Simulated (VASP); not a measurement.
# Cd in VASP: a series of runs

The runs below take Cd through single point, relaxation of cell and atoms, with PBEsol.

Everything below comes from runs of VASP 6.6.1. Logs are shortened: lines on timing, memory, paths and dates and some standing lists are left out, and cuts for length are marked.

**1. The cell of the first run**

The typed cell holds 1 atom: a = 3.095 Å, b = 3.095 Å, c = 3.095 Å, α = 120.07°, β = 120.07°, γ = 89.88°.

**2. Single point, PBEsol**

The input, INCAR:

```
  PREC = Accurate
  ENCUT = 520
  EDIFF = 1E-6
  ISMEAR = 0
  SIGMA = 0.1
  LREAL = F
  LASPH = T
  NELM = 100
  ALGO = Normal
  ISIF = 2
  LWAVE = F
  LCHARG = F
  GGA = PS
  NBANDS = 12
```

The input, KPOINTS:

```
Automatic mesh
0
Gamma
  24 24 24
```

The input, POSCAR:

```
Cd
1.0
   -1.5459176854      1.5459176854      2.1907404227
    1.5459176854     -1.5459176854      2.1907404227
    1.5459176854      1.5459176854     -2.1907404227
Cd
1
Direct
    0.0000000000      0.0000000000      0.0000000000
```

Potentials or basis: VASP PAW PBE potentials, release 64 (Cd).

On the command line:

```console
cat potpaw_PBE.64/Cd/POTCAR > POTCAR
mpirun -np 1 vasp_std > vasp.out
```

OUTCAR:

```text
PREC = Accurate
   ENCUT = 520
   EDIFF = 1E-6
   ISMEAR = 0
   LREAL = F
   LASPH = T
   NELM = 100
   ISIF = 2
   GGA = PS

 ion  position               nearest neighbor table
   1  0.000  0.000  0.000-

  LATTYP: Found a body centered tetragonal cell.
 ALAT       =     3.0918353708
 C/A-ratio  =     1.4171132418

  Lattice vectors:

 A1 = (  -1.5459176854,   1.5459176854,   2.1907404227)
 A2 = (   1.5459176854,  -1.5459176854,   2.1907404227)
 A3 = (   1.5459176854,   1.5459176854,  -2.1907404227)

Analysis of symmetry for initial positions (statically):
=====================================================================
 Subroutine PRICEL returns:
 Original cell was already a primitive cell.

 Routine SETGRP: Setting up the symmetry group for a
 body centered tetragonal supercell.

 Subroutine GETGRP returns: Found 16 space group operations
 (whereof 16 operations were pure point group operations)
 out of a pool of 16 trial point group operations.

The static configuration has the point symmetry D_4h.

Analysis of symmetry for dynamics (positions and initial velocities):
=====================================================================
 Subroutine PRICEL returns:
 Original cell was already a primitive cell.

 Routine SETGRP: Setting up the symmetry group for a
 body centered tetragonal supercell.

 Subroutine GETGRP returns: Found 16 space group operations
 (whereof 16 operations were pure point group operations)
 out of a pool of 16 trial point group operations.

The dynamic configuration has the point symmetry D_4h.

 Subroutine INISYM returns: Found 16 space group operations
 (whereof 16 operations are pure point group operations),
 and found     1 'primitive' translations

----------------------------------------------------------------------------------------

                                     Primitive cell

  volume of cell :      20.9423

  direct lattice vectors                    reciprocal lattice vectors
    -1.545917685  1.545917685  2.190740423     0.000000000  0.323432486  0.228233338
     1.545917685 -1.545917685  2.190740423     0.323432486  0.000000000  0.228233338
     1.545917685  1.545917685 -2.190740423     0.323432486  0.323432486  0.000000000

  length of vectors
     3.095006717  3.095006717  3.095006717     0.395852283  0.395852283  0.457402608

  position of ions in fractional coordinates (direct lattice)
     0.000000000  0.000000000  0.000000000

  ion indices of the primitive-cell ions
   primitive index   ion index
                 1           1

----------------------------------------------------------------------------------------

 KPOINTS: Automatic mesh

Automatic generation of k-mesh.
 Grid dimensions read from file:
 generate k-points for:   24   24   24

 Generating k-lattice:

  Cartesian coordinates                     Fractional coordinates (reciprocal lattice)
     0.000000000  0.013476354  0.009509722     0.041666667  0.000000000 -0.000000000
     0.013476354  0.000000000  0.009509722     0.000000000  0.041666667 -0.000000000
     0.013476354  0.013476354  0.000000000     0.000000000  0.000000000  0.041666667

  Length of vectors
     0.016493845  0.016493845  0.019058442

  Shift w.r.t. Gamma in fractional coordinates (k-lattice)
     0.000000000  0.000000000  0.000000000

 Subroutine IBZKPT returns following result:
 ===========================================

 Found   1063 irreducible k-points:

 Following reciprocal coordinates:
            Coordinates               Weight
  0.000000  0.000000  0.000000      1.000000
  0.041667  0.000000  0.000000      8.000000
  0.083333  0.000000  0.000000      8.000000
  0.125000 -0.000000  0.000000      8.000000
  0.166667  0.000000  0.000000      8.000000
  0.208333  0.000000  0.000000      8.000000
[... 16 lines left out ...]
  0.416667  0.041667  0.000000     16.000000
  0.458333  0.041667 -0.000000     16.000000
 [... further k-points ...]
   k-points           NKPTS =   1063   k-points in BZ     NKDIM =   1063   number of bands    NBANDS=     12
   number of dos      NEDOS =    301   number of ions     NIONS =      1
   total plane-waves  NPLWV =  13824
   dimension x,y,z NGX =    24 NGY =   24 NGZ =   24
   dimension x,y,z NGXF=    48 NGYF=   48 NGZF=   48
   ions per type =               1
   NGX,Y,Z   is equivalent  to a cutoff of  12.89, 12.89, 12.89 a.u.
   NGXF,Y,Z  is equivalent  to a cutoff of  25.78, 25.78, 25.78 a.u.
 SYSTEM =  unknown system
   PREC   = accura    normal or accurate (medium, high low for compatibility)
   ISTART =      0    job   : 0-new  1-cont  2-samecut
   ICHARG =      2    charge: 1-file 2-atom 10-const
   ISPIN  =      1    spin polarized calculation?
   LNONCOLLINEAR =      F non collinear calculations
   LSORBIT =      F    spin-orbit coupling
   LASPH  =      T    aspherical Exc in radial PAW
   ENCUT  =  520.0 eV  38.22 Ry    6.18 a.u.   5.75  5.75  5.75*2*pi/ulx,y,z
   NELM   =    100;   NELMIN=  2; NELMDL= -5     # of ELM steps
   EDIFF  = 0.1E-05   stopping-criterion for ELM
   LREAL  =      F    real-space projection
   EDIFFG = 0.1E-04   stopping-criterion for IOM
   NSW    =      0    number of steps for IOM
   IBRION =     -1    ionic relax: 0-MD 1-quasi-New 2-CG
   NFREE  =      0    steps in history (QN), initial steepest desc. (CG)
   ISIF   =      2    stress and relaxation
   ISYM   =      2    0-nonsym 1-usesym 2-fastsym
   POTIM  = 0.5000    time-step for ionic-motion
   TEBEG  =    0.0;   TEEND  =   0.0 temperature during run
   PSTRESS=    0.0 pullay stress
   NELECT =      12.0000    total number of electrons
   NUPDOWN=      -1.0000    fix difference up-down
   EMIN   =  10.00;   EMAX   =-10.00  energy-range for DOS
   EFERMI =   0.00;   METHOD = LEGACY
   ISMEAR =     0;   SIGMA  =   0.10  broadening in eV -4-tet -1-fermi 0-gaus
   EFERMI_NEDOS =   21; number of points for ismear=-14 and -15
   IALGO  =     38    algorithm
   IMIX   =      4    mixing-type and parameters
     AMIX     =   0.40;   BMIX     =  1.00
     AMIX_MAG =   1.60;   BMIX_MAG =  1.00
  volume/ion in A,a.u.               =      20.94       141.33
  Fermi-wavevector in a.u.,A,eV,Ry     =   1.359755  2.569565 25.156274  1.848934
  Thomas-Fermi vector in A             =   2.486476
   LORBIT       =      0    0 simple, 1 ext, 2 COOP (PROOUT), +10 PAW based schemes
   GGA     = PS    functional components
   LHFCALC =     F    Hartree Fock is set to
   AEXX    =    0.0000 exact exchange contribution
   IVDW    =     0    specifies the selected vdW correction
   LEPSILON=     F    determine dielectric tensor
   LRPA    =     F    only Hartree local field effects (RPA)
 non-spin polarized calculation
 Gauss-broadening in eV      SIGMA  =   0.10
  energy-cutoff  :      520.00
  volume of cell :       20.94
 maximum number of plane-waves:       588
   NGX = 11   NGY = 11   NGZ = 11

 number of electron      12.0000006 magnetization

 Free energy of the ion-electron system (eV)
  ---------------------------------------------------
  ext. energy  EPLUGINS =         0.00000000
  ---------------------------------------------------
  free energy    TOTEN  =        -1.18846544 eV

  energy without entropy =       -1.18695597  energy(sigma->0) =       -1.18771071

 E-fermi :   2.9220     XC(G=0): -11.3855

 val. band max:        2.9167705759   @ k =  -0.4583   0.5000   0.3333
 cond. band min:       2.9282573240   @ k =  -0.3750   0.4167   0.3750
 fundamental gap:      0.0114867481
 Fermi energy:         2.9219946628

 k-point     1 :       0.0000    0.0000    0.0000
  band No.  band energies     occupation
      1      -6.2313      2.00000
      2      -6.2239      2.00000
      3      -6.2239      2.00000
      4      -6.1782      2.00000
      5      -5.7274      2.00000
      6      -5.7207      2.00000
      7      16.9949      0.00000
      8      18.2910      0.00000
      9      18.2910      0.00000
     10      18.2915      0.00000
     11      21.7506      0.00000
     12      21.7511      0.00000

 k-point     2 :       0.0417    0.0000    0.0000
  band No.  band energies     occupation
      1      -6.2349      2.00000
      2      -6.2198      2.00000
      3      -6.2157      2.00000
      4      -6.1291      2.00000
      5      -5.7296      2.00000
      6      -5.7230      2.00000
      7      16.8375      0.00000
      8      17.7261      0.00000
      9      18.2165      0.00000
     10      18.2170      0.00000
     11      21.8761      0.00000
     12      21.8814      0.00000

 k-point     3 :       0.0833    0.0000    0.0000
  band No.  band energies     occupation
      1      -6.2634      2.00000
      2      -6.1976      2.00000
      3      -6.1928      2.00000
      4      -5.9750      2.00000
      5      -5.7344      2.00000
      6      -5.7282      2.00000
      7      15.7902      0.00000
      8      17.3387      0.00000
      9      18.0193      0.00000
     10      18.0222      0.00000
     11      22.1520      0.00000
     12      22.2179      0.00000

 k-point     4 :       0.1250   -0.0000    0.0000
  band No.  band energies     occupation
      1      -6.3108      2.00000
      2      -6.1659      2.00000
      3      -6.1610      2.00000
      4      -5.7369      2.00000
      5      -5.7313      2.00000
      6      -5.7170      2.00000
      7      14.2287      0.00000
      8      17.2907      0.00000
      9      17.7526      0.00000
     10      17.7590      0.00000
     11      21.9137      0.00000
     12      22.6389      0.00000

 k-point     5 :       0.1667    0.0000    0.0000
  band No.  band energies     occupation
      1      -6.3725      2.00000
      2      -6.1356      2.00000
      3      -6.1305      2.00000
      4      -5.7280      2.00000
      5      -5.7234      2.00000
      6      -5.3567      2.00000
      7      12.5956      0.00000
      8      17.2489      0.00000
      9      17.4577      0.00000
     10      17.4681      0.00000
     11      21.6729      0.00000
     12      22.6803      0.00000
[... 228 lines left out ...]
      1      -6.6662      2.00000
      2      -6.1682      2.00000
      3      -6.1591      2.00000
      4      -5.5099      2.00000
      5      -5.4580      2.00000
      6      -2.6040      2.00000
      7       5.9231      0.00000
      8      15.1058      0.00000
      9      16.6882      0.00000
     10      16.8173      0.00000
     11      20.0404      0.00000
     12      20.6746      0.00000

 k-point    22 :       0.3750    0.0417    0.0000
  band No.  band energies     occupation
      1      -6.7191      2.00000
      2      -6.1928      2.00000
      3      -6.1826      2.00000
      4      -5.4335      2.00000
      5      -5.3986      2.00000
      6      -1.7380      2.00000
      7       4.5393      0.00000
      8      15.0636      0.00000
      9      16.3815      0.00000
     10      16.4451      0.00000
     11      19.8956      0.00000
     12      20.5465      0.00000

 k-point    23 :       0.4167    0.0417    0.0000
  band No.  band energies     occupation
      1      -6.7573      2.00000
      2      -6.2126      2.00000
      3      -6.2001      2.00000
      4      -5.3716      2.00000
      5      -5.3575      2.00000
      6      -0.7993      2.00000
      7       3.2449      0.00000
      8      15.0975      0.00000
      9      16.0519      0.00000
     10      16.2020      0.00000
     11      19.8558      0.00000
     12      20.3966      0.00000

 k-point    24 :       0.4583    0.0417   -0.0000
  band No.  band energies     occupation
      1      -6.7786      2.00000
      2      -6.2248      2.00000
      3      -6.2093      2.00000
      4      -5.3400      2.00000
      5      -5.3302      2.00000
      6       0.1452      2.00000
      7       2.1081      2.00000
      8      15.2143      0.00000
      9      15.7735      0.00000
     10      16.0457      0.00000
     11      19.9071      0.00000
     12      20.2634      0.00000

 [... further k-points ...]

------------------------ aborting loop because EDIFF is reached ----------------------------------------

  FORCE on cell =-STRESS in cart. coord.  units (eV):
  Direction    XX          YY          ZZ          XY          YZ          ZX
  --------------------------------------------------------------------------------------
  -------------------------------------------------------------------------------------
  Total        0.0522332      0.0522332      0.0409403      0.0000000      0.0000000      0.0000000
  in kB        3.9960749      3.9960749      3.1321163      0.0000000      0.0000000      0.0000000
  external PRESSURE =       3.7080887 kB  Pullay stress =       0.0000000 kB

 VOLUME and BASIS-vectors are now :
 -----------------------------------------------------------------------------
  energy-cutoff  :      520.00
  volume of cell :       20.94
      direct lattice vectors                 reciprocal lattice vectors
    -1.545917685  1.545917685  2.190740423     0.000000000  0.323432486  0.228233338
     1.545917685 -1.545917685  2.190740423     0.323432486  0.000000000  0.228233338
     1.545917685  1.545917685 -2.190740423     0.323432486  0.323432486  0.000000000

 POSITION                                       TOTAL-FORCE (eV/Angst)
 -----------------------------------------------------------------------------------
      0.00000      0.00000      0.00000         0.000000      0.000000      0.000000
 -----------------------------------------------------------------------------------
    total drift:                                0.000000      0.000000     -0.000000

  FREE ENERGIE OF THE ION-ELECTRON SYSTEM (eV)
  ---------------------------------------------------
  free  energy   TOTEN  =        -1.1884654427 eV

  energy  without entropy=       -1.1869559724  energy(sigma->0) =       -1.18771071
```

It took 55 s on 1 thread of Intel Xeon 6975P-C (Granite Rapids), shared host; peak memory 0.36 GiB.

What came out:

```
Free energy            : -1.1885 eV
Pressure               : 0.4 GPa
Band gap on the k mesh : zero (band 6 reaches 5.04 eV, above the bottom of band 7 at 1.69 eV)
```

Stress tensor (GPa, compression positive):
```
0.40 0.00 0.00
0.00 0.40 0.00
0.00 0.00 0.31
```

Levels at points of the mesh, in eV from the Fermi level:
```tsv
k point	band 2	band 3	band 4	band 5	band 6	band 7	band 8	band 9	band 10	band 11
(0.00, 0.00, 0.00)	-9.15	-9.15	-9.10	-8.65	-8.64	14.07	15.37	15.37	15.37	18.83
(0.50, 0.00, 0.00)	-9.15	-9.14	-8.24	-8.24	-2.48	-1.23	12.89	12.94	13.16	16.82
(0.50, 0.50, 0.00)	-9.79	-8.26	-8.13	-8.13	-0.90	1.58	6.92	6.93	11.38	11.48
(0.50, 0.50, 0.50)	-9.79	-8.26	-8.13	-8.13	-0.93	1.53	6.96	6.96	11.41	11.52
```

Caveat: the PAW data sets were made with another functional, which shifts forces and pressure a little.

(Continued in part 2 of 2.)
